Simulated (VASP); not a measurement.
## SiO2: single point with PBE

SiO2:

```
CELL_PARAMETERS angstrom
4.40635 0.00000 0.00000
0.00000 4.40635 0.00000
0.00000 0.00000 2.88351
ATOMIC_POSITIONS crystal
Si 0.50000 0.50000 0.50000
Si 0.00000 0.00000 0.00000
O 0.69301 0.69301 0.00000
O 0.19301 0.80699 0.50000
O 0.30699 0.30699 0.00000
O 0.80699 0.19301 0.50000
```

```
Program                : VASP 6.6.1
Task                   : single point
Functional             : PBE
Potentials or basis    : VASP PAW PBE potentials, release 64 (Si, O)
Cutoff                 : 520 eV
k mesh                 : 6 × 6 × 10
Occupations            : gaussian, width 0.05 eV
Spin                   : no spin polarisation
Dipole correction      : no
Further INCAR settings : ALGO = Normal; EDIFF = 1e-06; NBANDS = 25
```

```
Pressure               : -32.9 GPa
Largest force          : 0.505 eV/Å
Band gap on the k mesh : 2.55 eV
```

Forces on the atoms (eV/Å):
```
Si   0.000  0.000  0.000
Si   0.000  0.000  0.000
O   -0.357 -0.357  0.000
O   -0.357  0.357  0.000
O    0.357  0.357  0.000
O    0.357 -0.357  0.000
```

Stress tensor (GPa, compression positive):
```
-27.37   0.00   0.00
  0.00 -27.37   0.00
  0.00   0.00 -44.09
```

Levels at points of the mesh, in eV from the valence-band top:
```tsv
k point	band 13	band 14	band 15	band 16	band 17	band 18	band 19	band 20
(0.00, 0.00, 0.00)	-2.45	-0.74	-0.74	0.00	2.55	5.45	6.75	6.75
(0.50, 0.00, 0.00)	-2.41	-2.41	-0.87	-0.87	5.20	5.20	7.43	7.43
(0.50, 0.50, 0.00)	-2.30	-2.30	-1.67	-1.67	5.06	5.06	8.13	8.13
(0.00, 0.00, 0.50)	-2.34	-2.34	-2.08	-2.08	6.74	6.74	10.75	10.75
(0.50, 0.00, 0.50)	-1.84	-1.84	-1.34	-1.34	6.76	6.76	8.09	8.09
(0.50, 0.50, 0.50)	-1.42	-1.42	-1.18	-1.18	5.17	5.17	9.61	9.61
```

Run time: 95 s on 1 thread of Intel Xeon 8259CL (shared host), peak memory 0.21 GiB.

Caveat: the cell stands under tension.
